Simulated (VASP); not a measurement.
# AgRh4 (Im-3m) in VASP: single point with PBE

Aim: the single point of AgRh4 with PBE.

Everything below comes from runs of VASP 6.6.1. Logs are shortened: lines on timing, memory, paths and dates and some standing lists are left out, and cuts for length are marked.

## (1) The cell of the first run

The structure is cubic, space group Im-3m (No. 229). Conventional cell: a = 5.735 Å, b = 5.735 Å, c = 5.735 Å, α = 90.00°, β = 90.00°, γ = 90.00°. Within 3.3 Å of Ag (site symmetry m-3m) lie 8 Rh at 2.48 Å. Rh (site symmetry -3m) has 2 Ag at 2.48 Å and 6 Rh at 2.87 Å within 3.3 Å.

The cell was generated, and may not be a known phase.

## (2) Single point, PBE, collinear spin, ferromagnetic start

INCAR reads:

```
  PREC = Accurate
  ENCUT = 500
  EDIFF = 1E-6
  ISMEAR = 0
  SIGMA = 0.1
  LREAL = False
  LASPH = True
  NELM = 200
  ALGO = Normal
  ISIF = 2
  LWAVE = False
  LCHARG = False
  ISPIN = 2
  MAGMOM = 0 1 1 1 1
  LORBIT = 11
  LMAXMIX = 4
  GGA = PE
  NBANDS = 48
  GGA_COMPAT = False
```

KPOINTS reads:

```
regular mesh
0
Gamma
  4 4 4
```

POSCAR reads:

```
AgRh4
1.0
   -2.8673500267      2.8673500267      2.8673500267
    2.8673500267     -2.8673500267      2.8673500267
    2.8673500267      2.8673500267     -2.8673500267
Ag Rh
1 4
Direct
    0.0000000000      0.0000000000      0.0000000000
    0.0000000000      0.0000000000      0.5000000000
    0.0000000000      0.5000000000      0.0000000000
    0.5000000000      0.0000000000      0.0000000000
    0.5000000000      0.5000000000      0.5000000000
```

Potentials or basis: VASP PAW PBE potentials, release 64 (Ag, Rh_pv).

Run with:

```bash
$ cat potpaw_PBE.64/Ag/POTCAR potpaw_PBE.64/Rh_pv/POTCAR > POTCAR
$ mpirun -np 1 vasp_std > vasp.out
```

OUTCAR:

```text
PREC = Accurate
   ENCUT = 500
   EDIFF = 1E-6
   ISMEAR = 0
   LREAL = False
   LASPH = True
   NELM = 200
   ISIF = 2
   ISPIN = 2
   LORBIT = 11
   GGA = PE

 ion  position               nearest neighbor table
   1  0.000  0.000  0.000-   2 2.48   3 2.48   4 2.48   5 2.48   2 2.48   3 2.48   4 2.48   5 2.48

   2  0.000  0.000  0.500-   1 2.48   1 2.48   4 2.87   5 2.87   3 2.87   3 2.87   4 2.87   5 2.87

   3  0.000  0.500  0.000-   1 2.48   1 2.48   4 2.87   5 2.87   2 2.87   2 2.87   5 2.87   4 2.87

   4  0.500  0.000  0.000-   1 2.48   1 2.48   3 2.87   5 2.87   5 2.87   2 2.87   2 2.87   3 2.87

   5  0.500  0.500  0.500-   1 2.48   1 2.48   3 2.87   4 2.87   4 2.87   3 2.87   2 2.87   2 2.87

  LATTYP: Found a body centered cubic cell.
 ALAT       =     5.7347000534

  Lattice vectors:

 A1 = (  -2.8673500267,   2.8673500267,   2.8673500267)
 A2 = (   2.8673500267,  -2.8673500267,   2.8673500267)
 A3 = (   2.8673500267,   2.8673500267,  -2.8673500267)

Analysis of symmetry for initial positions (statically):
=====================================================================
 Subroutine PRICEL returns:
 Original cell was already a primitive cell.

 Routine SETGRP: Setting up the symmetry group for a
 body centered cubic supercell.

 Subroutine GETGRP returns: Found 48 space group operations
 (whereof 48 operations were pure point group operations)
 out of a pool of 48 trial point group operations.

The static configuration has the point symmetry O_h .

Analysis of symmetry for dynamics (positions and initial velocities):
=====================================================================
 Subroutine PRICEL returns:
 Original cell was already a primitive cell.

 Routine SETGRP: Setting up the symmetry group for a
 body centered cubic supercell.

 Subroutine GETGRP returns: Found 48 space group operations
 (whereof 48 operations were pure point group operations)
 out of a pool of 48 trial point group operations.

The dynamic configuration has the point symmetry O_h .

Analysis of structural, dynamic, and magnetic symmetry:
=====================================================================
 Subroutine PRICEL returns:
 Original cell was already a primitive cell.

 Routine SETGRP: Setting up the symmetry group for a
 body centered cubic supercell.

 Subroutine GETGRP returns: Found 48 space group operations
 (whereof 48 operations were pure point group operations)
 out of a pool of 48 trial point group operations.

The overall configuration has the point symmetry O_h .

 Subroutine INISYM returns: Found 48 space group operations
 (whereof 48 operations are pure point group operations),
 and found     1 'primitive' translations

----------------------------------------------------------------------------------------

                                     Primitive cell

  volume of cell :      94.2979

  direct lattice vectors                    reciprocal lattice vectors
    -2.867350027  2.867350027  2.867350027     0.000000000  0.174377036  0.174377036
     2.867350027 -2.867350027  2.867350027     0.174377036  0.000000000  0.174377036
     2.867350027  2.867350027 -2.867350027     0.174377036  0.174377036  0.000000000

  length of vectors
     4.966395929  4.966395929  4.966395929     0.246606370  0.246606370  0.246606370

  position of ions in fractional coordinates (direct lattice)
     0.000000000  0.000000000  0.000000000
     0.000000000  0.000000000  0.500000000
     0.000000000  0.500000000  0.000000000
     0.500000000  0.000000000  0.000000000
     0.500000000  0.500000000  0.500000000

  ion indices of the primitive-cell ions
   primitive index   ion index
                 1           1
                 2           2
                 3           3
                 4           4
                 5           5

----------------------------------------------------------------------------------------

 KPOINTS: regular mesh

Automatic generation of k-mesh.
 Grid dimensions read from file:
 generate k-points for:    4    4    4

 Generating k-lattice:

  Cartesian coordinates                     Fractional coordinates (reciprocal lattice)
     0.000000000  0.043594259  0.043594259     0.250000000  0.000000000  0.000000000
     0.043594259  0.000000000  0.043594259     0.000000000  0.250000000  0.000000000
     0.043594259  0.043594259  0.000000000     0.000000000  0.000000000  0.250000000

  Length of vectors
     0.061651592  0.061651592  0.061651592

  Shift w.r.t. Gamma in fractional coordinates (k-lattice)
     0.000000000  0.000000000  0.000000000

 Subroutine IBZKPT returns following result:
 ===========================================

 Found      8 irreducible k-points:

 Following reciprocal coordinates:
            Coordinates               Weight
  0.000000  0.000000  0.000000      1.000000
  0.250000  0.000000  0.000000     12.000000
  0.500000  0.000000  0.000000      6.000000
  0.250000  0.250000  0.000000     24.000000
  0.250000  0.250000  0.250000      2.000000
 -0.250000  0.250000  0.250000      6.000000
  0.500000  0.500000  0.250000     12.000000
  0.500000  0.500000  0.500000      1.000000
   k-points           NKPTS =      8   k-points in BZ     NKDIM =      8   number of bands    NBANDS=     48
   number of dos      NEDOS =    301   number of ions     NIONS =      5
   total plane-waves  NPLWV =  46656
   dimension x,y,z NGX =    36 NGY =   36 NGZ =   36
   dimension x,y,z NGXF=    72 NGYF=   72 NGZF=   72
   ions per type =               1   4
   NGX,Y,Z   is equivalent  to a cutoff of  12.05, 12.05, 12.05 a.u.
   NGXF,Y,Z  is equivalent  to a cutoff of  24.10, 24.10, 24.10 a.u.
 SYSTEM =  unknown system
   PREC   = accura    normal or accurate (medium, high low for compatibility)
   ISTART =      0    job   : 0-new  1-cont  2-samecut
   ICHARG =      2    charge: 1-file 2-atom 10-const
   ISPIN  =      2    spin polarized calculation?
   LNONCOLLINEAR =      F non collinear calculations
   LSORBIT =      F    spin-orbit coupling
   LASPH  =      T    aspherical Exc in radial PAW
   ENCUT  =  500.0 eV  36.75 Ry    6.06 a.u.   9.05  9.05  9.05*2*pi/ulx,y,z
   NELM   =    200;   NELMIN=  2; NELMDL= -5     # of ELM steps
   EDIFF  = 0.1E-05   stopping-criterion for ELM
   LREAL  =      F    real-space projection
   EDIFFG = 0.1E-04   stopping-criterion for IOM
   NSW    =      0    number of steps for IOM
   IBRION =     -1    ionic relax: 0-MD 1-quasi-New 2-CG
   NFREE  =      0    steps in history (QN), initial steepest desc. (CG)
   ISIF   =      2    stress and relaxation
   ISYM   =      2    0-nonsym 1-usesym 2-fastsym
   POTIM  = 0.5000    time-step for ionic-motion
   TEBEG  =    0.0;   TEEND  =   0.0 temperature during run
   PSTRESS=    0.0 pullay stress
   NELECT =      71.0000    total number of electrons
   NUPDOWN=      -1.0000    fix difference up-down
   EMIN   =  10.00;   EMAX   =-10.00  energy-range for DOS
   EFERMI =   0.00;   METHOD = LEGACY
   ISMEAR =     0;   SIGMA  =   0.10  broadening in eV -4-tet -1-fermi 0-gaus
   EFERMI_NEDOS =   21; number of points for ismear=-14 and -15
   IALGO  =     38    algorithm
   IMIX   =      4    mixing-type and parameters
     AMIX     =   0.40;   BMIX     =  1.00
     AMIX_MAG =   1.60;   BMIX_MAG =  1.00
  volume/ion in A,a.u.               =      18.86       127.27
  Fermi-wavevector in a.u.,A,eV,Ry     =   1.489339  2.814443 30.179501  2.218131
  Thomas-Fermi vector in A             =   2.602260
   LORBIT       =     11    0 simple, 1 ext, 2 COOP (PROOUT), +10 PAW based schemes
   GGA     = PE    functional components
   LHFCALC =     F    Hartree Fock is set to
   AEXX    =    0.0000 exact exchange contribution
   IVDW    =     0    specifies the selected vdW correction
   LEPSILON=     F    determine dielectric tensor
   LRPA    =     F    only Hartree local field effects (RPA)
 spin polarized calculation
 Gauss-broadening in eV      SIGMA  =   0.10
  energy-cutoff  :      500.00
  volume of cell :       94.30
 maximum number of plane-waves:      2454
   NGX = 19   NGY = 19   NGZ = 19

 number of electron      70.9999965 magnetization       0.0007682

 Free energy of the ion-electron system (eV)
  ---------------------------------------------------
  ext. energy  EPLUGINS =         0.00000000
  ---------------------------------------------------
  free energy    TOTEN  =       -24.91162682 eV

  energy without entropy =      -24.87256899  energy(sigma->0) =      -24.89209791

 E-fermi :   6.9373     XC(G=0): -11.7501

 val. band max:        6.8803987409   @ k =   0.0000   0.0000   0.0000
 cond. band min:       6.9747732319   @ k =   0.5000   0.5000   0.2500
 fundamental gap:      0.0943744910
 Fermi energy:         6.9373416554

 spin component 1

 k-point     1 :       0.0000    0.0000    0.0000
  band No.  band energies     occupation
      1     -39.0850      1.00000
      2     -39.0850      1.00000
      3     -39.0850      1.00000
      4     -38.9143      1.00000
      5     -38.7896      1.00000
      6     -38.7896      1.00000
[... 389 lines left out ...]
     46      16.3236      0.00000
     47      17.0360      0.00000
 Fermi energy:         6.9373416554

 spin component 2

 k-point     1 :       0.0000    0.0000    0.0000
  band No.  band energies     occupation
      1     -39.0849      1.00000
      2     -39.0849      1.00000
      3     -39.0849      1.00000
      4     -38.9142      1.00000
      5     -38.7895      1.00000
      6     -38.7895      1.00000
[... 389 lines left out ...]
     46      16.3236      0.00000
     47      17.0361      0.00000
 [bands above 47 left out]

------------------------ aborting loop because EDIFF is reached ----------------------------------------

  FORCE on cell =-STRESS in cart. coord.  units (eV):
  Direction    XX          YY          ZZ          XY          YZ          ZX
  --------------------------------------------------------------------------------------
  -------------------------------------------------------------------------------------
  Total        0.0038972      0.0038972      0.0038972     -0.0000000     -0.0000000      0.0000000
  in kB        0.0662165      0.0662165      0.0662165     -0.0000000     -0.0000000      0.0000000
  external PRESSURE =       0.0662165 kB  Pullay stress =       0.0000000 kB

 VOLUME and BASIS-vectors are now :
 -----------------------------------------------------------------------------
  energy-cutoff  :      500.00
  volume of cell :       94.30
      direct lattice vectors                 reciprocal lattice vectors
    -2.867350027  2.867350027  2.867350027     0.000000000  0.174377036  0.174377036
     2.867350027 -2.867350027  2.867350027     0.174377036  0.000000000  0.174377036
     2.867350027  2.867350027 -2.867350027     0.174377036  0.174377036  0.000000000

 POSITION                                       TOTAL-FORCE (eV/Angst)
 -----------------------------------------------------------------------------------
      0.00000      0.00000      0.00000         0.000000      0.000000      0.000000
      1.43368      1.43368     -1.43368        -0.000000     -0.000000     -0.000000
      1.43368     -1.43368      1.43368        -0.000000     -0.000000     -0.000000
     -1.43368      1.43368      1.43368         0.000000      0.000000      0.000000
      1.43368      1.43368      1.43368         0.000000      0.000000     -0.000000
 -----------------------------------------------------------------------------------
    total drift:                               -0.000000     -0.000000      0.000000

  FREE ENERGIE OF THE ION-ELECTRON SYSTEM (eV)
  ---------------------------------------------------
  free  energy   TOTEN  =       -24.9116268238 eV

  energy  without entropy=      -24.8725689905  energy(sigma->0) =      -24.89209791

 total charge

# of ion       s       p       d       tot
------------------------------------------
    1        0.659   0.609   9.078  10.346
    2        0.334   6.144   7.144  13.621
    3        0.334   6.144   7.144  13.621
    4        0.334   6.144   7.144  13.621
    5        0.334   6.144   7.144  13.621
--------------------------------------------------
tot          1.994  25.184  37.653  64.831

 magnetization (x)

# of ion       s       p       d       tot
------------------------------------------
    1       -0.000  -0.000   0.000   0.000
    2        0.000   0.000   0.000   0.000
    3        0.000   0.000   0.000   0.000
    4        0.000   0.000   0.000   0.000
    5        0.000   0.000   0.000   0.000
--------------------------------------------------
tot          0.000  -0.000   0.001   0.001
```

Run time: 2.4 min. Hardware: 1 thread of Intel Xeon 8259CL, shared host; peak memory 0.26 GiB.

Results:

```
Free energy                                           : -24.9116 eV
Pressure                                              : 0.0 GPa
Net moment                                            : 0.00 μB per cell
Valence electrons inside the program's atomic spheres : Ag 10.35; Rh 13.62
```

Caveat: the k points lie up to 0.39 Å⁻¹ apart.
